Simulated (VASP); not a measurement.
# MoS2 (P6_3/mmc) in VASP: further runs

Aim: see how the results for MoS2 move with the level of theory and the settings. Levels: LDA, PBEsol. Tasks: single point.

Program: VASP 6.6.1. These are calculated values, not measurements. Logs are shortened: lines on timing, memory, paths and dates and some standing lists are left out, and cuts for length are marked.

**What was measured.**

From “Multiwavelength excitation Raman Scattering Analysis of bulk and 2 dimensional MoS2: Vibrational properties of atomically thin MoS2 layers”, 2015, arxiv:1506.03228, for a bulk crystal of MoS2 at 300 K: band gap 1.3 eV (indirect).

The results are compared with them further down.

## Step 1: The cell of the first run

The structure is hexagonal, space group P6_3/mmc (No. 194). Conventional cell: a = 3.122 Å, b = 3.122 Å, c = 12.078 Å, α = 90.00°, β = 90.00°, γ = 120.00°. Within 3.2 Å of Mo (site symmetry -6m2) lie 6 S at 2.38 Å and 6 Mo at 3.12 Å. Within 3.2 Å of S (site symmetry 3m) lie 3 Mo at 2.38 Å and 7 S at 3.11 to 3.12 Å.

## Step 2: Single point, LDA, collinear spin

INCAR

```
  ALGO = Normal
  EDIFF = 1E-6
  ENCUT = 520
  GGA = CA
  ISIF = 2
  ISMEAR = 0
  ISPIN = 2
  LASPH = True
  LCHARG = True
  LELF = True
  LMAXMIX = 4
  LORBIT = 11
  LREAL = False
  LVHAR = True
  LWAVE = False
  MAGMOM = 2 2 0 0 0 0
  NBANDS = 39
  NELM = 150
  PREC = Accurate
  SIGMA = 0.02
```

KPOINTS

```
k-points
0
Gamma
  8 8 2
```

POSCAR

```
MoS2
1.0
    3.1223002784      0.0000000000      0.0000000000
   -1.5611501392      2.7039913594      0.0000000000
    0.0000000000      0.0000000000     12.0782630060
Mo S
2 4
Direct
    0.3333333333      0.6666666667      0.2500000000
    0.6666666667      0.3333333333      0.7500000000
    0.3333333333      0.6666666667      0.6213145445
    0.6666666667      0.3333333333      0.1213145445
    0.3333333333      0.6666666667      0.8786854555
    0.6666666667      0.3333333333      0.3786854555
```

Potentials or basis: VASP PAW LDA potentials, release 64 (Mo_sv, S).

On the command line:

```sh
$ cat potpaw_LDA.64/Mo_sv/POTCAR potpaw_LDA.64/S/POTCAR > POTCAR
$ mpirun -np 1 vasp_std > vasp.out
```

OUTCAR:

```text
EDIFF = 1E-6
   ENCUT = 520
   GGA = CA
   ISIF = 2
   ISMEAR = 0
   ISPIN = 2
   LASPH = True
   LORBIT = 11
   LREAL = False
   NELM = 150
   PREC = Accurate

 ion  position               nearest neighbor table
   1  0.333  0.667  0.250-   4 2.38   6 2.38   4 2.38   6 2.38   4 2.38   6 2.38
   2  0.667  0.333  0.750-   3 2.38   5 2.38   3 2.38   5 2.38   3 2.38   5 2.38
   3  0.333  0.667  0.621-   2 2.38   2 2.38   2 2.38
   4  0.667  0.333  0.121-   1 2.38   1 2.38   1 2.38
   5  0.333  0.667  0.879-   2 2.38   2 2.38   2 2.38
   6  0.667  0.333  0.379-   1 2.38   1 2.38   1 2.38

  LATTYP: Found a hexagonal cell.
 ALAT       =     3.1223002784
 C/A-ratio  =     3.8683861029

  Lattice vectors:

 A1 = (   3.1223002784,   0.0000000000,   0.0000000000)
 A2 = (  -1.5611501392,   2.7039913594,   0.0000000000)
 A3 = (   0.0000000000,   0.0000000000,  12.0782630060)

Analysis of symmetry for initial positions (statically):
=====================================================================
 Subroutine PRICEL returns:
 Original cell was already a primitive cell.

 Routine SETGRP: Setting up the symmetry group for a
 hexagonal supercell.

 Subroutine GETGRP returns: Found 24 space group operations
 (whereof 12 operations were pure point group operations)
 out of a pool of 24 trial point group operations.

The static configuration has the point symmetry D_3d.
 The point group associated with its full space group is D_6h.

Analysis of symmetry for dynamics (positions and initial velocities):
=====================================================================
 Subroutine PRICEL returns:
 Original cell was already a primitive cell.

 Routine SETGRP: Setting up the symmetry group for a
 hexagonal supercell.

 Subroutine GETGRP returns: Found 24 space group operations
 (whereof 12 operations were pure point group operations)
 out of a pool of 24 trial point group operations.

The dynamic configuration has the point symmetry D_3d.
 The point group associated with its full space group is D_6h.

Analysis of structural, dynamic, and magnetic symmetry:
=====================================================================
 Subroutine PRICEL returns:
 Original cell was already a primitive cell.

 Routine SETGRP: Setting up the symmetry group for a
 hexagonal supercell.

 Subroutine GETGRP returns: Found 24 space group operations
 (whereof 12 operations were pure point group operations)
 out of a pool of 24 trial point group operations.

The overall configuration has the point symmetry D_3d.
 The point group associated with its full space group is D_6h.

 Subroutine INISYM returns: Found 24 space group operations
 (whereof 12 operations are pure point group operations),
 and found     1 'primitive' translations

----------------------------------------------------------------------------------------

                                     Primitive cell

  volume of cell :     101.9728

  direct lattice vectors                    reciprocal lattice vectors
     3.122300278  0.000000000  0.000000000     0.320276691  0.184911833  0.000000000
    -1.561150139  2.703991359  0.000000000     0.000000000  0.369823667  0.000000000
     0.000000000  0.000000000 12.078263006     0.000000000  0.000000000  0.082793362

  length of vectors
     3.122300278  3.122300278 12.078263006     0.369823667  0.369823667  0.082793362

  position of ions in fractional coordinates (direct lattice)
     0.333333333  0.666666667  0.250000000
     0.666666667  0.333333333  0.750000000
     0.333333333  0.666666667  0.621314545
     0.666666667  0.333333333  0.121314545
     0.333333333  0.666666667  0.878685455
     0.666666667  0.333333333  0.378685455

  ion indices of the primitive-cell ions
   primitive index   ion index
                 1           1
                 2           2
                 3           3
                 4           4
                 5           5
                 6           6

[... 28 lines left out ...]
  0.000000  0.000000  0.000000      1.000000
  0.125000  0.000000  0.000000      6.000000
  0.250000  0.000000  0.000000      6.000000
  0.375000  0.000000  0.000000      6.000000
  0.500000  0.000000  0.000000      3.000000
  0.125000  0.125000  0.000000      6.000000
[... 12 lines left out ...]
  0.250000  0.250000  0.500000      6.000000
  0.375000  0.250000  0.500000      6.000000
   k-points           NKPTS =     20   k-points in BZ     NKDIM =     20   number of bands    NBANDS=     39
   number of dos      NEDOS =    301   number of ions     NIONS =      6
   total plane-waves  NPLWV =  51840
   dimension x,y,z NGX =    24 NGY =   24 NGZ =   90
   dimension x,y,z NGXF=    48 NGYF=   48 NGZF=  180
   ions per type =               2   4
   NGX,Y,Z   is equivalent  to a cutoff of  12.78, 12.78, 12.39 a.u.
   NGXF,Y,Z  is equivalent  to a cutoff of  25.56, 25.56, 24.78 a.u.
 SYSTEM =  unknown system
[... 21 lines left out ...]
   NUPDOWN=      -1.0000    fix difference up-down
   EMIN   =  10.00;   EMAX   =-10.00  energy-range for DOS
   EFERMI =   0.00;   METHOD = LEGACY
   ISMEAR =     0;   SIGMA  =   0.02  broadening in eV -4-tet -1-fermi 0-gaus
   EFERMI_NEDOS =   21; number of points for ismear=-14 and -15
   IALGO  =     38    algorithm
   IMIX   =      4    mixing-type and parameters
     AMIX     =   0.40;   BMIX     =  1.00
     AMIX_MAG =   1.60;   BMIX_MAG =  1.00
  volume/ion in A,a.u.               =      17.00       114.69
  Fermi-wavevector in a.u.,A,eV,Ry     =   1.307920  2.471610 23.274865  1.710654
  Thomas-Fermi vector in A             =   2.438622
   LORBIT       =     11    0 simple, 1 ext, 2 COOP (PROOUT), +10 PAW based schemes
   GGA     = CA    functional components
   LHFCALC =     F    Hartree Fock is set to
   AEXX    =    0.0000 exact exchange contribution
   IVDW    =     0    specifies the selected vdW correction
   LEPSILON=     F    determine dielectric tensor
   LRPA    =     F    only Hartree local field effects (RPA)
 spin polarized calculation
 Gauss-broadening in eV      SIGMA  =   0.02
  energy-cutoff  :      520.00
  volume of cell :      101.97
 maximum number of plane-waves:      2775
 NGX is ok and might be reduce to    24
   NGX = 11   NGY = 11   NGZ = 45

 number of electron      52.0000005 magnetization       0.0005985

 Free energy of the ion-electron system (eV)
  ---------------------------------------------------
  ext. energy  EPLUGINS =         0.00000000
  ---------------------------------------------------
  free energy    TOTEN  =       -48.95755550 eV

  energy without entropy =      -48.95755550  energy(sigma->0) =      -48.95755550

 E-fermi :   8.2566     XC(G=0): -11.3787

 val. band max:        8.0590081650   @ k =   0.0000   0.0000   0.0000
 cond. band min:       8.9014961810   @ k =   0.2500   0.1250   0.0000
 fundamental gap:      0.8424880160
 Fermi energy:         8.2565714285

 spin component 1

 k-point     1 :       0.0000    0.0000    0.0000
  band No.  band energies     occupation
      1     -53.1186      1.00000
      2     -53.1186      1.00000
      3     -27.5119      1.00000
      4     -27.5118      1.00000
      5     -27.2206      1.00000
      6     -27.2206      1.00000
[... 809 lines left out ...]
     37      15.7309      0.00000
     38      15.7309      0.00000
 Fermi energy:         8.2565714285

 spin component 2

 k-point     1 :       0.0000    0.0000    0.0000
  band No.  band energies     occupation
      1     -53.1186      1.00000
      2     -53.1186      1.00000
      3     -27.5119      1.00000
      4     -27.5118      1.00000
      5     -27.2206      1.00000
      6     -27.2206      1.00000
[... 809 lines left out ...]
     37      15.7309      0.00000
     38      15.7309      0.00000
 [bands above 38 left out]

------------------------ aborting loop because EDIFF is reached ----------------------------------------

  FORCE on cell =-STRESS in cart. coord.  units (eV):
  Direction    XX          YY          ZZ          XY          YZ          ZX
  --------------------------------------------------------------------------------------
  -------------------------------------------------------------------------------------
  Total        0.0852789      0.0852789      0.0449234      0.0000000      0.0000000      0.0000000
  in kB        1.3398850      1.3398850      0.7058285      0.0000000      0.0000000      0.0000000
  external PRESSURE =       1.1285328 kB  Pullay stress =       0.0000000 kB

 VOLUME and BASIS-vectors are now :
 -----------------------------------------------------------------------------
  energy-cutoff  :      520.00
  volume of cell :      101.97
      direct lattice vectors                 reciprocal lattice vectors
     3.122300278  0.000000000  0.000000000     0.320276691  0.184911833  0.000000000
    -1.561150139  2.703991359  0.000000000     0.000000000  0.369823667  0.000000000
     0.000000000  0.000000000 12.078263006     0.000000000  0.000000000  0.082793362

 POSITION                                       TOTAL-FORCE (eV/Angst)
 -----------------------------------------------------------------------------------
     -0.00000      1.80266      3.01957         0.000000      0.000000      0.000000
      1.56115      0.90133      9.05870        -0.000000     -0.000000      0.000000
     -0.00000      1.80266      7.50440        -0.000000     -0.000000     -0.013069
      1.56115      0.90133      1.46527         0.000000      0.000000     -0.013069
     -0.00000      1.80266     10.61299         0.000000     -0.000000      0.013069
      1.56115      0.90133      4.57386         0.000000     -0.000000      0.013069
 -----------------------------------------------------------------------------------
    total drift:                               -0.000000      0.000000     -0.000000

  FREE ENERGIE OF THE ION-ELECTRON SYSTEM (eV)
  ---------------------------------------------------
  free  energy   TOTEN  =       -48.9575554952 eV

  energy  without entropy=      -48.9575554952  energy(sigma->0) =      -48.95755550

 total charge

# of ion       s       p       d       tot
------------------------------------------
    1        2.305   6.238   4.034  12.577
    2        2.305   6.238   4.034  12.577
    3        1.363   2.341   0.000   3.705
    4        1.363   2.341   0.000   3.705
    5        1.363   2.341   0.000   3.705
    6        1.363   2.341   0.000   3.705
--------------------------------------------------
tot         10.063  21.841   8.068  39.973

 magnetization (x)

# of ion       s       p       d       tot
------------------------------------------
    1        0.000  -0.000  -0.000  -0.000
    2        0.000  -0.000  -0.000  -0.000
    3       -0.000  -0.000   0.000  -0.000
    4       -0.000  -0.000   0.000  -0.000
    5       -0.000  -0.000   0.000  -0.000
    6       -0.000  -0.000   0.000  -0.000
--------------------------------------------------
tot         -0.000  -0.000  -0.000  -0.000
```

It took 3.1 min on 1 thread of Intel Xeon 8259CL, shared host; peak memory 0.26 GiB.

Results:

```
Free energy                                           : -48.9576 eV
Pressure                                              : 0.1 GPa
Largest force                                         : 0.013 eV/Å
Band gap on the k mesh                                : 0.84 eV (least direct gap 2.05 eV)
Net moment                                            : 0.00 μB per cell
Valence electrons inside the program's atomic spheres : Mo 12.58; S 3.71
```

Forces on the atoms (eV/Å):
```
Mo   0.000  0.000  0.000
Mo   0.000  0.000  0.000
S    0.000  0.000 -0.013
S    0.000  0.000 -0.013
S    0.000  0.000  0.013
S    0.000  0.000  0.013
```

Levels at points of the mesh, in eV from the valence-band top:
Spin up:
```
           k point  band 23  band 24  band 25  band 26  band 27  band 28  band 29  band 30
(0.00, 0.00, 0.00)    -2.20    -1.40    -1.14     0.00     2.14     2.14     2.18     2.18
(0.50, 0.00, 0.00)    -1.76    -1.53    -1.51    -1.39     1.67     1.72     2.02     2.37
(0.00, 0.00, 0.50)    -2.23    -2.23    -0.29    -0.29     2.15     2.15     2.15     2.15
(0.50, 0.00, 0.50)    -1.63    -1.63    -1.45    -1.45     1.69     1.69     2.21     2.21
```
Spin down:
| k point | band 22 | band 23 | band 24 | band 25 | band 26 | band 27 | band 28 | band 29 | band 30 | band 31 |
| --- | --- | --- | --- | --- | --- | --- | --- | --- | --- | --- |
| (0.00, 0.00, 0.00) | -2.20 | -2.20 | -1.40 | -1.14 | 0.00 | 2.14 | 2.14 | 2.18 | 2.18 | 2.33 |
| (0.50, 0.00, 0.00) | -2.59 | -1.76 | -1.53 | -1.51 | -1.39 | 1.67 | 1.72 | 2.02 | 2.37 | 2.81 |
| (0.00, 0.00, 0.50) | -2.23 | -2.23 | -2.23 | -0.29 | -0.29 | 2.15 | 2.15 | 2.15 | 2.15 | 2.45 |
| (0.50, 0.00, 0.50) | -2.77 | -1.63 | -1.63 | -1.45 | -1.45 | 1.69 | 1.69 | 2.21 | 2.21 | 3.21 |

## Step 3: Single point, LDA, collinear spin

INCAR

```
  PREC = Accurate
  ENCUT = 520
  EDIFF = 1E-6
  ISMEAR = 0
  SIGMA = 0.02
  LREAL = False
  LASPH = True
  NELM = 150
  ALGO = Normal
  ISIF = 2
  LWAVE = False
  LCHARG = False
  ISPIN = 2
  MAGMOM = 2 2 0 0 0 0
  LORBIT = 11
  LMAXMIX = 4
  GGA = CA
  NBANDS = 39
```

KPOINTS

```
regular mesh
0
Gamma
  8 8 2
```

POSCAR: that of step 2 with these lines changed.

```diff
@@ -2,4 +2,4 @@
 1.0
-    3.1223002784      0.0000000000      0.0000000000
-   -1.5611501392      2.7039913594      0.0000000000
+    3.1223002780      0.0000000000      0.0000000000
+   -1.5611501390      2.7039913590      0.0000000000
     0.0000000000      0.0000000000     12.0782630060
```

Potentials or basis: VASP PAW LDA potentials, release 64 (Mo_sv, S).

On the command line:

```sh
$ cat potpaw_LDA.64/Mo_sv/POTCAR potpaw_LDA.64/S/POTCAR > POTCAR
$ mpirun -np 1 vasp_std > vasp.out
```

It took 2.9 min on 1 thread of Intel Xeon 8259CL, shared host; peak memory 0.26 GiB.

Results (log left out):

```yaml
Free_energy: -48.9576 eV
Pressure: 0.1 GPa
Largest_force: 0.013 eV/Å
Band_gap_on_the_k_mesh: 0.84 eV (least direct gap 2.05 eV)
Net_moment: 0.00 μB per cell
Valence_electrons_inside_the_program's_atomic_spheres: Mo 12.58; S 3.71
```

Forces in eV/Å, atoms in the order of the input:
```
Mo   0.000  0.000  0.000
Mo   0.000  0.000  0.000
S    0.000  0.000 -0.013
S    0.000  0.000 -0.013
S    0.000  0.000  0.013
S    0.000  0.000  0.013
```

Levels at points of the mesh, in eV from the valence-band top:
Spin up:
| k point | band 22 | band 23 | band 24 | band 25 | band 26 | band 27 | band 28 | band 29 | band 30 | band 31 |
| --- | --- | --- | --- | --- | --- | --- | --- | --- | --- | --- |
| (0.00, 0.00, 0.00) | -2.20 | -2.20 | -1.40 | -1.14 | 0.00 | 2.14 | 2.14 | 2.18 | 2.18 | 2.33 |
| (0.50, 0.00, 0.00) | -2.59 | -1.76 | -1.53 | -1.51 | -1.39 | 1.67 | 1.72 | 2.02 | 2.37 | 2.81 |
| (0.00, 0.00, 0.50) | -2.23 | -2.23 | -2.23 | -0.29 | -0.29 | 2.15 | 2.15 | 2.15 | 2.15 | 2.45 |
| (0.50, 0.00, 0.50) | -2.77 | -1.63 | -1.63 | -1.45 | -1.45 | 1.69 | 1.69 | 2.21 | 2.21 | 3.21 |
Spin down:
```
           k point  band 23  band 24  band 25  band 26  band 27  band 28  band 29  band 30
(0.00, 0.00, 0.00)    -2.20    -1.40    -1.14     0.00     2.14     2.14     2.18     2.18
(0.50, 0.00, 0.00)    -1.76    -1.53    -1.51    -1.39     1.67     1.72     2.02     2.37
(0.00, 0.00, 0.50)    -2.23    -2.23    -0.29    -0.29     2.15     2.15     2.15     2.15
(0.50, 0.00, 0.50)    -1.63    -1.63    -1.45    -1.45     1.69     1.69     2.21     2.21
```

## Step 4: Single point, PBEsol, collinear spin

This run uses another cell than the first one, of 17.86 Å³/atom.

INCAR

```
PREC = Accurate ; ENCUT = 520
EDIFF = 1E-6 ; ISMEAR = 0
SIGMA = 0.02 ; LREAL = F
LASPH = T ; NELM = 150
ALGO = Normal ; ISIF = 2
LWAVE = F ; LCHARG = F
ISPIN = 2 ; MAGMOM = 2 2 0 0 0 0
LORBIT = 11 ; LMAXMIX = 4
GGA = PS ; NBANDS = 39
```

KPOINTS is that of step 3.

POSCAR

```
MoS2
1.0
    3.1690000000      0.0000000000      0.0000000000
   -1.5845000000      2.7444345050      0.0000000000
    0.0000000000      0.0000000000     12.3240000000
Mo S
2 4
Direct
    0.3333333333      0.6666666667      0.2500000000
    0.6666666667      0.3333333333      0.7500000000
    0.3333333333      0.6666666667      0.6230000000
    0.6666666667      0.3333333333      0.1230000000
    0.3333333333      0.6666666667      0.8770000000
    0.6666666667      0.3333333333      0.3770000000
```

Potentials or basis: VASP PAW PBE potentials, release 64 (Mo_sv, S).

On the command line:

```sh
$ cat potpaw_PBE.64/Mo_sv/POTCAR potpaw_PBE.64/S/POTCAR > POTCAR
$ mpirun -np 1 vasp_std > vasp.out
```

It took 3.4 min on 1 thread of Intel Xeon 8259CL, shared host; peak memory 0.33 GiB.

The run converged. Its results:

```yaml
Free_energy: -46.8788 eV
Pressure: -3.0 GPa
Largest_force: 0.311 eV/Å
Band_gap_on_the_k_mesh: 0.95 eV (least direct gap 1.94 eV)
Net_moment: 0.00 μB per cell
Valence_electrons_inside_the_program's_atomic_spheres: Mo 12.47; S 3.67
```

Forces in eV/Å, atoms in the order of the input:
```
Mo   0.000  0.000  0.000
Mo   0.000  0.000  0.000
S    0.000  0.000  0.311
S    0.000  0.000  0.311
S    0.000  0.000 -0.311
S    0.000  0.000 -0.311
```

Stress tensor (GPa, compression positive):
```
-3.27  0.00  0.00
 0.00 -3.27  0.00
 0.00  0.00 -2.37
```

Levels at points of the mesh, in eV from the valence-band top:
Spin up:
| k point | band 24 | band 25 | band 26 | band 27 | band 28 | band 29 |
| --- | --- | --- | --- | --- | --- | --- |
| (0.00, 0.00, 0.00) | -1.18 | -1.17 | 0.00 | 2.11 | 2.11 | 2.13 |
| (0.50, 0.00, 0.00) | -1.51 | -1.42 | -1.29 | 1.61 | 1.65 | 1.99 |
| (0.00, 0.00, 0.50) | -2.15 | -0.27 | -0.27 | 2.11 | 2.11 | 2.11 |
| (0.50, 0.00, 0.50) | -1.62 | -1.35 | -1.35 | 1.63 | 1.63 | 2.14 |
Spin down:
```tsv
k point	band 23	band 24	band 25	band 26	band 27	band 28	band 29	band 30
(0.00, 0.00, 0.00)	-2.12	-1.18	-1.17	0.00	2.11	2.11	2.13	2.13
(0.50, 0.00, 0.00)	-1.72	-1.51	-1.42	-1.29	1.61	1.65	1.99	2.27
(0.00, 0.00, 0.50)	-2.15	-2.15	-0.27	-0.27	2.11	2.11	2.11	2.11
(0.50, 0.00, 0.50)	-1.62	-1.62	-1.35	-1.35	1.63	1.63	2.14	2.14
```

Caveat: the PAW data sets were made with another functional, which shifts forces and pressure a little; this functional lacks dispersion, which binds layers or chains, so the pressure and a relaxed spacing across them are unreliable. A k mesh can miss the band edges.

## Step 5: Comparison with measurements

Step 2. Measured gap of MoS2: 1.3 eV (indirect; 300 K; “Multiwavelength excitation Raman Scattering Analysis of bulk and 2 dimensional MoS2: Vibrational properties of atomically thin MoS2 layers”, 2015, arxiv:1506.03228). This calculation gives 0.84 eV (-0.46 eV). Spin-orbit coupling on Mo is left out. The value is that of LDA on a finite k mesh, which can miss the band edges, without temperature or zero-point motion. Semilocal functionals fall short of measured gaps as a rule.

Step 3. Measured gap of MoS2: 1.3 eV (indirect; 300 K; “Multiwavelength excitation Raman Scattering Analysis of bulk and 2 dimensional MoS2: Vibrational properties of atomically thin MoS2 layers”, 2015, arxiv:1506.03228). This calculation gives 0.84 eV (-0.46 eV). Spin-orbit coupling on Mo is left out. The value is that of LDA on a finite k mesh, which can miss the band edges, without temperature or zero-point motion. Semilocal functionals fall short of measured gaps as a rule.
